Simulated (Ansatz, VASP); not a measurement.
## C in VASP and in Ansatz

Contents of INCAR:

```
SYSTEM = C
PREC = Accurate ; ENCUT = 520
EDIFF = 1E-6 ; ISMEAR = 0
SIGMA = 0.1 ; LREAL = .FALSE.
LASPH = .TRUE. ; NELM = 60
ALGO = Normal ; ISIF = 2
LWAVE = .FALSE. ; LCHARG = .FALSE.
LDIPOL = .TRUE. ; IDIPOL = 3
DIPOL = 0.5 0.5 0.500 ; GGA = PE
IVDW = 12 ; IBRION = 2
NSW = 60 ; EDIFFG = -0.003
```

File KPOINTS:

```
regular mesh
0
G
  21 21 1
  0 0 0
```

File POSCAR:

```
C
1.0
    2.4854322621      0.0000000000      0.0000000000
   -1.2427161310      2.1353645619      0.0000000000
    0.0000000000      0.0000000000     26.0000003142
C
2
Direct
    0.0000000000      0.0000000000      0.5000000000
    0.6666666667      0.3333333333      0.5000000000
```

Input for Ansatz:

```yaml
crystal:
  lattice:
    - [2.4854322621, 0.0, 0.0]
    - [-1.242716131, 2.1353645619, 0.0]
    - [0.0, 0.0, 26.0000003142]
  atoms:
    - { symbol: C, position: [0.0, 0.0, 0.5] }
    - { symbol: C, position: [0.6666666667, 0.3333333333, 0.5] }
  periodic: [true, true, false]
basis:
  ecutwfc: 420
kpoints:
  mp_grid: { grid: [21, 21, 1] }
hamiltonian:
  xc: pbe
  dispersion: d3bj
scf:
  occupations: { method: gaussian, width: 0.1 }
output:
  forces: true
  stress: true
  eigenvalues: true
  write_density: true
  write_potential: true
  elf: true
  volumetric_format: npy
relax:
  adjacent_minimum: "off"
  f_tol: 0.003
  max_steps: 40
```

Change from the starting cell: strain along x +0.008, atoms relaxed.

Alike in both runs: task relaxation of the atoms; functional PBE; dispersion D3(BJ); k mesh 21 × 21 × 1; occupations gaussian, width 0.1 eV; no spin polarisation.

|  | VASP | Ansatz |
| --- | --- | --- |
| version | VASP 6.6.1 | Ansatz 0.2.0 |
| potentials or method | VASP PAW PBE potentials, release 64 (C), cutoff 520 eV | scalar-relativistic, plane waves, PAW |
| valence electrons in the cell | 8 | 8 |

|  | VASP | Ansatz | Ansatz less VASP |
| --- | --- | --- | --- |
| gap on the k mesh at the Fermi level, each at its own relaxed structure (eV) | 0.09 | 0.09 | +0.001 |

Ansatz's warnings: stress scf threshold loose, xc potential rough in thin density.
